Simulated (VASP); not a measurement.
# TaOs3 (P-6m2) in VASP: a series of runs

Runs on TaOs3. Level: LDA. Tasks: single point, relaxation of volume and atoms at fixed shape.

Program: VASP 6.6.1. These are calculated values, not measurements. Logs are shortened: lines on timing, memory, paths and dates and some standing lists are left out, and cuts for length are marked.

### Step 1. The cell of the first run

The structure is hexagonal, space group P-6m2 (No. 187). The conventional cell has a = 2.742 Å, b = 2.742 Å, c = 8.939 Å, α = 90.00°, β = 90.00°, γ = 120.00°. Ta (site symmetry -6m2) has 6 Ta at 2.74 Å and 6 Os at 2.85 Å within 3.6 Å. Within 3.5 Å of Os (site symmetry -6m2) lie 12 Os at 2.63 to 2.74 Å. Within 3.5 Å of Os (site symmetry 3m) lie 9 Os at 2.63 to 2.74 Å and 3 Ta at 2.85 Å.

### Step 2. Single point, LDA

INCAR reads:

```
ALGO = Normal ; EDIFF = 1E-7
ENCUT = 520 ; GGA = CA
ISIF = 2 ; ISMEAR = -1
LASPH = True ; LCHARG = False
LREAL = False ; LWAVE = False
NBANDS = 26 ; NELM = 60
PREC = Accurate ; SIGMA = 0.1
```

KPOINTS reads:

```
k-points
0
Gamma
  10 10 3
```

POSCAR reads:

```
TaOs3
1.0
    2.7423767400      0.0000000000      0.0000000000
   -1.3711883700      2.3749679236      0.0000000000
    0.0000000000      0.0000000000      8.9394216804
Ta Os
1 3
Direct
    0.6666666667      0.3333333333      0.0000000000
    0.6666666667      0.3333333333      0.5000000000
    0.3333333333      0.6666666667      0.2646556706
    0.3333333333      0.6666666667      0.7353443294
```

Potentials or basis: VASP PAW LDA potentials, release 64 (Ta_pv, Os).

The run is started by

```sh
> cat potpaw_LDA.64/Ta_pv/POTCAR potpaw_LDA.64/Os/POTCAR > POTCAR
> mpirun -np 1 vasp_std > vasp.out
```

OUTCAR:

```text
EDIFF = 1E-7
   ENCUT = 520
   GGA = CA
   ISIF = 2
   ISMEAR = -1
   LASPH = True
   LREAL = False
   NELM = 60
   PREC = Accurate

 ion  position               nearest neighbor table
   1  0.667  0.333  0.000-   3 2.85   4 2.85   3 2.85   4 2.85   3 2.85   4 2.85
   2  0.667  0.333  0.500-   3 2.63   4 2.63   3 2.63   4 2.63   3 2.63   4 2.63
   3  0.333  0.667  0.265-   2 2.63   2 2.63   2 2.63   1 2.85   1 2.85   1 2.85
   4  0.333  0.667  0.735-   2 2.63   2 2.63   2 2.63   1 2.85   1 2.85   1 2.85

  LATTYP: Found a hexagonal cell.
 ALAT       =     2.7423767400
 C/A-ratio  =     3.2597350867

  Lattice vectors:

 A1 = (   2.7423767400,   0.0000000000,   0.0000000000)
 A2 = (  -1.3711883700,   2.3749679236,   0.0000000000)
 A3 = (   0.0000000000,   0.0000000000,   8.9394216804)

Analysis of symmetry for initial positions (statically):
=====================================================================
 Subroutine PRICEL returns:
 Original cell was already a primitive cell.

 Routine SETGRP: Setting up the symmetry group for a
 hexagonal supercell.

 Subroutine GETGRP returns: Found 12 space group operations
 (whereof 12 operations were pure point group operations)
 out of a pool of 24 trial point group operations.

The static configuration has the point symmetry D_3h.

Analysis of symmetry for dynamics (positions and initial velocities):
=====================================================================
 Subroutine PRICEL returns:
 Original cell was already a primitive cell.

 Routine SETGRP: Setting up the symmetry group for a
 hexagonal supercell.

 Subroutine GETGRP returns: Found 12 space group operations
 (whereof 12 operations were pure point group operations)
 out of a pool of 24 trial point group operations.

The dynamic configuration has the point symmetry D_3h.

 Subroutine INISYM returns: Found 12 space group operations
 (whereof 12 operations are pure point group operations),
 and found     1 'primitive' translations

----------------------------------------------------------------------------------------

                                     Primitive cell

  volume of cell :      58.2230

  direct lattice vectors                    reciprocal lattice vectors
     2.742376740  0.000000000  0.000000000     0.364647200  0.210529159  0.000000000
    -1.371188370  2.374967924  0.000000000     0.000000000  0.421058318  0.000000000
     0.000000000  0.000000000  8.939421680     0.000000000  0.000000000  0.111864060

  length of vectors
     2.742376740  2.742376740  8.939421680     0.421058318  0.421058318  0.111864060

  position of ions in fractional coordinates (direct lattice)
     0.666666667  0.333333333  0.000000000
     0.666666667  0.333333333  0.500000000
     0.333333333  0.666666667  0.264655671
     0.333333333  0.666666667  0.735344329

  ion indices of the primitive-cell ions
   primitive index   ion index
                 1           1
                 2           2
                 3           3
                 4           4

----------------------------------------------------------------------------------------

 KPOINTS: k-points

Automatic generation of k-mesh.
 Grid dimensions read from file:
 generate k-points for:   10   10    3

 Generating k-lattice:

  Cartesian coordinates                     Fractional coordinates (reciprocal lattice)
     0.036464720  0.021052916  0.000000000     0.100000000  0.000000000  0.000000000
     0.000000000  0.042105832  0.000000000     0.000000000  0.100000000  0.000000000
     0.000000000  0.000000000  0.037288020     0.000000000  0.000000000  0.333333333

  Length of vectors
     0.042105832  0.042105832  0.037288020

  Shift w.r.t. Gamma in fractional coordinates (k-lattice)
     0.000000000  0.000000000  0.000000000

 Subroutine IBZKPT returns following result:
 ===========================================

 Found     28 irreducible k-points:

 Following reciprocal coordinates:
            Coordinates               Weight
  0.000000  0.000000  0.000000      1.000000
  0.100000  0.000000  0.000000      6.000000
  0.200000  0.000000  0.000000      6.000000
  0.300000  0.000000  0.000000      6.000000
  0.400000  0.000000  0.000000      6.000000
  0.500000  0.000000  0.000000      3.000000
[... 16 lines left out ...]
  0.300000  0.100000  0.333333     24.000000
  0.400000  0.100000  0.333333     24.000000
 [... further k-points ...]
   k-points           NKPTS =     28   k-points in BZ     NKDIM =     28   number of bands    NBANDS=     26
   number of dos      NEDOS =    301   number of ions     NIONS =      4
   total plane-waves  NPLWV =  28000
   dimension x,y,z NGX =    20 NGY =   20 NGZ =   70
   dimension x,y,z NGXF=    40 NGYF=   40 NGZF=  140
   ions per type =               1   3
   NGX,Y,Z   is equivalent  to a cutoff of  12.12, 12.12, 13.02 a.u.
   NGXF,Y,Z  is equivalent  to a cutoff of  24.25, 24.25, 26.04 a.u.
 SYSTEM =  unknown system
   PREC   = accura    normal or accurate (medium, high low for compatibility)
   ISTART =      0    job   : 0-new  1-cont  2-samecut
   ICHARG =      2    charge: 1-file 2-atom 10-const
   ISPIN  =      1    spin polarized calculation?
   LNONCOLLINEAR =      F non collinear calculations
   LSORBIT =      F    spin-orbit coupling
   LASPH  =      T    aspherical Exc in radial PAW
   ENCUT  =  520.0 eV  38.22 Ry    6.18 a.u.   5.10  5.10 16.62*2*pi/ulx,y,z
   NELM   =     60;   NELMIN=  2; NELMDL= -5     # of ELM steps
   EDIFF  = 0.1E-06   stopping-criterion for ELM
   LREAL  =      F    real-space projection
   EDIFFG = 0.1E-05   stopping-criterion for IOM
   NSW    =      0    number of steps for IOM
   IBRION =     -1    ionic relax: 0-MD 1-quasi-New 2-CG
   NFREE  =      0    steps in history (QN), initial steepest desc. (CG)
   ISIF   =      2    stress and relaxation
   ISYM   =      2    0-nonsym 1-usesym 2-fastsym
   POTIM  = 0.5000    time-step for ionic-motion
   TEBEG  =    0.0;   TEEND  =   0.0 temperature during run
   PSTRESS=    0.0 pullay stress
   NELECT =      35.0000    total number of electrons
   NUPDOWN=      -1.0000    fix difference up-down
   EMIN   =  10.00;   EMAX   =-10.00  energy-range for DOS
   EFERMI =   0.00;   METHOD = LEGACY
   ISMEAR =    -1;   SIGMA  =   0.10  broadening in eV -4-tet -1-fermi 0-gaus
   EFERMI_NEDOS =   21; number of points for ismear=-14 and -15
   IALGO  =     38    algorithm
   IMIX   =      4    mixing-type and parameters
     AMIX     =   0.40;   BMIX     =  1.00
     AMIX_MAG =   1.60;   BMIX_MAG =  1.00
  volume/ion in A,a.u.               =      14.56        98.23
  Fermi-wavevector in a.u.,A,eV,Ry     =   1.381654  2.610948 25.973097  1.908969
  Thomas-Fermi vector in A             =   2.506419
   LORBIT       =      0    0 simple, 1 ext, 2 COOP (PROOUT), +10 PAW based schemes
   GGA     = CA    functional components
   LHFCALC =     F    Hartree Fock is set to
   AEXX    =    0.0000 exact exchange contribution
   IVDW    =     0    specifies the selected vdW correction
   LEPSILON=     F    determine dielectric tensor
   LRPA    =     F    only Hartree local field effects (RPA)
 non-spin polarized calculation
  energy-cutoff  :      520.00
  volume of cell :       58.22
 maximum number of plane-waves:      1582
   NGX = 11   NGY = 11   NGZ = 33

 number of electron      35.0000000 magnetization

 Free energy of the ion-electron system (eV)
  ---------------------------------------------------
  ext. energy  EPLUGINS =         0.00000000
  ---------------------------------------------------
  free energy    TOTEN  =       -50.72348640 eV

  energy without entropy =      -50.63007523  energy(sigma->0) =      -50.67678082

 E-fermi :   8.5480     XC(G=0): -13.9366

 val. band max:        8.5458939952   @ k =   0.4000   0.2000   0.0000
 cond. band min:       8.6208242385   @ k =   0.0000   0.0000   0.0000
 fundamental gap:      0.0749302433
 Fermi energy:         8.5479817722

 k-point     1 :       0.0000    0.0000    0.0000
  band No.  band energies     occupation
      1     -25.3388      2.00000
      2     -24.3494      2.00000
      3     -24.3494      2.00000
      4      -1.8689      2.00000
      5       0.4593      2.00000
      6       0.6261      2.00000
[... 18 lines left out ...]
     25      10.2409      0.00000
     26      13.6018      0.00000

 k-point     2 :       0.1000    0.0000    0.0000
  band No.  band energies     occupation
      1     -25.3121      2.00000
      2     -24.5305      2.00000
      3     -24.3891      2.00000
      4      -1.4671      2.00000
      5       0.8287      2.00000
      6       1.0079      2.00000
[... 18 lines left out ...]
     25      11.2255      0.00000
     26      13.5244      0.00000

 k-point     3 :       0.2000    0.0000    0.0000
  band No.  band energies     occupation
      1     -25.2415      2.00000
      2     -24.9853      2.00000
      3     -24.4915      2.00000
      4      -0.3974      2.00000
      5       1.6435      2.00000
      6       1.8715      2.00000
[... 18 lines left out ...]
     25      11.6380      0.00000
     26      13.3605      0.00000

 k-point     4 :       0.3000    0.0000    0.0000
  band No.  band energies     occupation
      1     -25.5139      2.00000
      2     -25.1532      2.00000
      3     -24.6154      2.00000
      4       0.8100      2.00000
      5       1.8878      2.00000
      6       2.1303      2.00000
[... 18 lines left out ...]
     25      13.2101      0.00000
     26      13.2383      0.00000

 k-point     5 :       0.4000    0.0000    0.0000
  band No.  band energies     occupation
      1     -25.9181      2.00000
      2     -25.0807      2.00000
      3     -24.7136      2.00000
      4       1.2297      2.00000
      5       1.5799      2.00000
      6       1.8930      2.00000
[... 18 lines left out ...]
     25      13.1060      0.00000
     26      15.3556      0.00000

 k-point     6 :       0.5000    0.0000    0.0000
  band No.  band energies     occupation
      1     -26.0676      2.00000
      2     -25.0528      2.00000
      3     -24.7506      2.00000
      4       1.2005      2.00000
      5       1.4219      2.00000
      6       1.7643      2.00000
[... 427 lines left out ...]
 k-point    21 :       0.1000    0.1000    0.3333
  band No.  band energies     occupation
      1     -25.2634      2.00000
      2     -24.8343      2.00000
      3     -24.4741      2.00000
      4      -0.5503      2.00000
      5       0.7729      2.00000
      6       1.9133      2.00000
[... 18 lines left out ...]
     25      12.3883      0.00000
     26      13.2700      0.00000

 k-point    22 :       0.2000    0.1000    0.3333
  band No.  band energies     occupation
      1     -25.2928      2.00000
      2     -25.1839      2.00000
      3     -24.6201      2.00000
      4       0.5903      2.00000
      5       1.6674      2.00000
      6       2.6353      2.00000
[... 18 lines left out ...]
     25      12.8657      0.00000
     26      13.4037      0.00000

 k-point    23 :       0.3000    0.1000    0.3333
  band No.  band energies     occupation
      1     -25.7260      2.00000
      2     -25.1033      2.00000
      3     -24.7643      2.00000
      4       1.3692      2.00000
      5       1.8377      2.00000
      6       2.4009      2.00000
[... 18 lines left out ...]
     25      14.0125      0.00000
     26      14.9539      0.00000

 k-point    24 :       0.4000    0.1000    0.3333
  band No.  band energies     occupation
      1     -25.9832      2.00000
      2     -25.0529      2.00000
      3     -24.8517      2.00000
      4       1.4218      2.00000
      5       1.6073      2.00000
      6       2.0668      2.00000
[... 18 lines left out ...]
     25      14.2908      0.00000
     26      15.5021      0.00000

 [... further k-points ...]

------------------------ aborting loop because EDIFF is reached ----------------------------------------

  FORCE on cell =-STRESS in cart. coord.  units (eV):
  Direction    XX          YY          ZZ          XY          YZ          ZX
  --------------------------------------------------------------------------------------
  -------------------------------------------------------------------------------------
  Total        0.2486052      0.2486052      0.5616270      0.0000000     -0.0000000      0.0000000
  in kB        6.8411077      6.8411077     15.4548327      0.0000000     -0.0000000      0.0000000
  external PRESSURE =       9.7123493 kB  Pullay stress =       0.0000000 kB

 VOLUME and BASIS-vectors are now :
 -----------------------------------------------------------------------------
  energy-cutoff  :      520.00
  volume of cell :       58.22
      direct lattice vectors                 reciprocal lattice vectors
     2.742376740  0.000000000  0.000000000     0.364647200  0.210529159  0.000000000
    -1.371188370  2.374967924  0.000000000     0.000000000  0.421058318  0.000000000
     0.000000000  0.000000000  8.939421680     0.000000000  0.000000000  0.111864060

 POSITION                                       TOTAL-FORCE (eV/Angst)
 -----------------------------------------------------------------------------------
      1.37119      0.79166      0.00000         0.000000      0.000000      0.000000
      1.37119      0.79166      4.46971        -0.000000      0.000000      0.000000
     -0.00000      1.58331      2.36587         0.000000      0.000000     -0.012260
     -0.00000      1.58331      6.57355         0.000000      0.000000      0.012260
 -----------------------------------------------------------------------------------
    total drift:                               -0.000000      0.000000      0.000000

  FREE ENERGIE OF THE ION-ELECTRON SYSTEM (eV)
  ---------------------------------------------------
  free  energy   TOTEN  =       -50.7234864004 eV

  energy  without entropy=      -50.6300752306  energy(sigma->0) =      -50.67678082
```

It took 83 s on 1 thread of Intel Xeon 8259CL, shared host; peak memory 0.18 GiB.

Results:

```
Free energy            : -50.7235 eV
Pressure               : 1.0 GPa
Largest force          : 0.012 eV/Å
Band gap on the k mesh : zero (an odd number of electrons rules out a gap without spin polarisation)
```

Forces on the atoms (eV/Å):
```
Ta   0.000  0.000  0.000
Os   0.000  0.000  0.000
Os   0.000  0.000 -0.012
Os   0.000  0.000  0.012
```

Stress tensor (GPa, compression positive):
```
0.68 0.00 0.00
0.00 0.68 0.00
0.00 0.00 1.55
```

Caveat: spin-orbit coupling is left out, which moves the levels of the heavy elements.

### Step 3. Relaxation of volume and atoms at fixed shape, LDA

This run uses another cell than the first one, of 15.29 Å³/atom.

INCAR reads:

```
SYSTEM = TaOs3
PREC     = Accurate       ! precision mode
ENCUT    = 600            ! plane-wave cutoff, eV
EDIFF    = 1E-6           ! SCF threshold, eV
ISMEAR   = -1             ! smearing method
SIGMA    = 0.1            ! smearing width, eV
LREAL    = .False.        ! projectors in reciprocal space
LASPH    = .True.         ! aspherical terms in the spheres
NELM     = 80             ! most SCF steps
ALGO     = Normal         ! electronic algorithm
ISIF     = 8              ! what is computed and relaxed
LWAVE    = .False.        ! write WAVECAR
LCHARG   = .False.        ! write CHGCAR
IBRION   = 2              ! ionic algorithm
NSW      = 80             ! ionic steps
EDIFFG   = -0.03          ! ionic threshold
```

KPOINTS reads:

```
regular mesh
0
Gamma
  10 10 3
  0 0 0
```

POSCAR reads:

```
TaOs3
1.0
    2.7876460000      0.0000000000      0.0000000000
   -1.3938230000      2.4141720000      0.0000000000
    0.0000000000      0.0000000000      9.0869870000
Ta Os
1 3
Direct
    0.6666666667      0.3333333333      0.0000000000
    0.6666666667      0.3333333333      0.5000000000
    0.3333333333      0.6666666667      0.2647860000
    0.3333333333      0.6666666667      0.7352140000
```

Potentials or basis: VASP PAW LDA potentials, release 64 (Ta_pv, Os).

The run is started by

```sh
> cat potpaw_LDA.64/Ta_pv/POTCAR potpaw_LDA.64/Os/POTCAR > POTCAR
> mpirun -np 1 vasp_std > vasp.out
```

Run time: 4.9 min. Hardware: 1 thread of Intel Xeon 8259CL, shared host; peak memory 0.2 GiB.

The run converged. Its results:

```
Free energy                           : -50.7314 eV
Relaxed volume                        : 14.60 Å³/atom
Relaxed cell                          : a = 2.745 Å, b = 2.745 Å, c = 8.949 Å, α = 90.00°, β = 90.00°, γ = 120.00°
Space group after relaxing (to 0.1 Å) : P-6m2 (No. 187)
Pressure after relaxing               : 0.0 GPa
Largest force after relaxing          : 0.014 eV/Å
Band gap on the k mesh                : zero (an odd number of electrons rules out a gap without spin polarisation)
```

Forces on the atoms (eV/Å):
```
Ta   0.000  0.000  0.000
Os   0.000  0.000  0.000
Os   0.000  0.000 -0.014
Os   0.000  0.000  0.014
```

Stress tensor (GPa, compression positive):
```
-0.25  0.00  0.00
 0.00 -0.25  0.00
 0.00  0.00  0.61
```

Final structure:
```yaml
crystal:
  lattice:
    - [2.74517, 0.00000, 0.00000]
    - [-1.37259, 2.37739, 0.00000]
    - [0.00000, 0.00000, 8.94853]
  atoms:
    - { symbol: Ta, position: [0.66667, 0.33333, 0.00000] }
    - { symbol: Os, position: [0.66667, 0.33333, 0.50000] }
    - { symbol: Os, position: [0.33333, 0.66667, 0.26477] }
    - { symbol: Os, position: [0.33333, 0.66667, 0.73523] }
```

Levels at points of the mesh, in eV from the Fermi level:
| k point | band 14 | band 15 | band 16 | band 17 | band 18 | band 19 | band 20 | band 21 |
| --- | --- | --- | --- | --- | --- | --- | --- | --- |
| (0.00, 0.00, 0.00) | -2.31 | -2.31 | -1.81 | -0.90 | -0.90 | 0.08 | 0.08 | 0.39 |
| (0.50, 0.00, 0.00) | -1.24 | -0.91 | 0.26 | 0.75 | 1.11 | 2.00 | 2.57 | 2.61 |

Caveat: spin-orbit coupling is left out, which moves the levels of the heavy elements.
